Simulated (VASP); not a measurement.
Here is a VASP 6.6.1 calculation.

The input INCAR:

```
SYSTEM = W
PREC = Accurate ; ENCUT = 520
EDIFF = 1E-6 ; ISMEAR = -1
SIGMA = 0.1 ; LREAL = .False.
LASPH = .True. ; NELM = 100
ALGO = Normal ; ISIF = 2
LWAVE = .False. ; LCHARG = .False.
GGA = PE ; NBANDS = 13
```

The input KPOINTS:

```
Automatic mesh
0
Gamma
  18 18 18
  0 0 0
```

The input POSCAR:

```
W
1.0
    0.0000000000      2.0188796853      2.0188796853
    2.0188796853      0.0000000000      2.0188796853
    2.0188796853      2.0188796853      0.0000000000
W
1
Direct
    0.0000000000      0.0000000000      0.0000000000
```

Potentials or basis: VASP PAW PBE potentials, release 64 (W_sv).

Run with:

```bash
$ cat potpaw_PBE.64/W_sv/POTCAR > POTCAR
$ mpirun -np 1 vasp_std > vasp.out
```

Q: Predict the band gap on the k mesh.

A: Zero (band 7 reaches 13.48 eV, above the bottom of band 8 at 9.90 eV).

Q: Estimate the pressure.

A: 0.5 GPa.

Caveat: spin-orbit coupling is left out, which moves the levels of the heavy elements.
